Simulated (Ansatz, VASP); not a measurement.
**C: VASP beside Ansatz**

File INCAR:

```
SYSTEM = C
PREC = Accurate ; ENCUT = 520
EDIFF = 1E-6 ; ISMEAR = 0
SIGMA = 0.15 ; LREAL = .FALSE.
LASPH = .TRUE. ; NELM = 60
ALGO = Normal ; ISIF = 2
LWAVE = .FALSE. ; LCHARG = .FALSE.
GGA = PE ; IVDW = 12
NBANDS = 16
```

Contents of KPOINTS:

```
Automatic mesh
0
G
  18 12 10
  0 0 0
```

The input POSCAR:

```
C
1.0
   -2.4646600698      0.0000000000      0.0000000000
    0.0000000000      0.0000000000     -3.5719696368
    0.0000000000     -4.2689164642      0.0000000000
C
4
Direct
    0.5000000000      0.0000000000      0.1891548088
    0.0000000000      0.0000000000      0.6666666667
    0.0000000000      0.0000000000      0.3108451912
    0.5000000000      0.0000000000      0.8333333333
```

Input for Ansatz:

```yaml
crystal:
  lattice:
    - [-2.4646600698, 0.0, 0.0]
    - [0.0, 0.0, -3.5719696368]
    - [0.0, -4.2689164642, 0.0]
  atoms:
    - { symbol: C, position: [0.5, 0.0, 0.1891548088] }
    - { symbol: C, position: [0.0, 0.0, 0.6666666667] }
    - { symbol: C, position: [0.0, 0.0, 0.3108451912] }
    - { symbol: C, position: [0.5, 0.0, 0.8333333333] }
basis:
  ecutwfc: 520.0
kpoints:
  mp_grid: { grid: [18, 12, 10] }
hamiltonian:
  xc: pbe
  pseudopotentials: { kind: paw, azcp: { folder: soft_1 } }
  dispersion: d3bj
scf:
  occupations: { method: gaussian, width: 0.15 }
output:
  forces: true
  stress: true
  eigenvalues: true
```

Change from the starting cell: mode 8 frozen in at -0.048 Å and mode 12 at -0.048 Å (largest displacements).

Alike in both runs: task single point; functional PBE; dispersion D3(BJ); k mesh 18 × 12 × 10; occupations gaussian, width 0.15 eV; no spin polarisation.

|  | VASP | Ansatz |
| --- | --- | --- |
| version | VASP 6.6.1 | Ansatz 0.2.0 |
| potentials or method | VASP PAW PBE potentials, release 64 (C), cutoff 520 eV | scalar-relativistic, plane waves, PAW |
| valence electrons in the cell | 16 | 16 |

|  | VASP | Ansatz | Ansatz less VASP |
| --- | --- | --- | --- |
| gap on the k mesh at the Fermi level (eV) | none | none | - |
| pressure (GPa) | 5.3 | 5.0 | -0.32 |
| traceless stress, the component that is largest in VASP (GPa) | 14.22 | 13.89 | -0.335 |
| rms of the force components (eV/Å) | 3.389 | 3.395 | +0.0059 |

Atom by atom the forces differ by 0.011 eV/Å (rms over components). A gap of «none» marks a metal or a gap that the smearing closes.
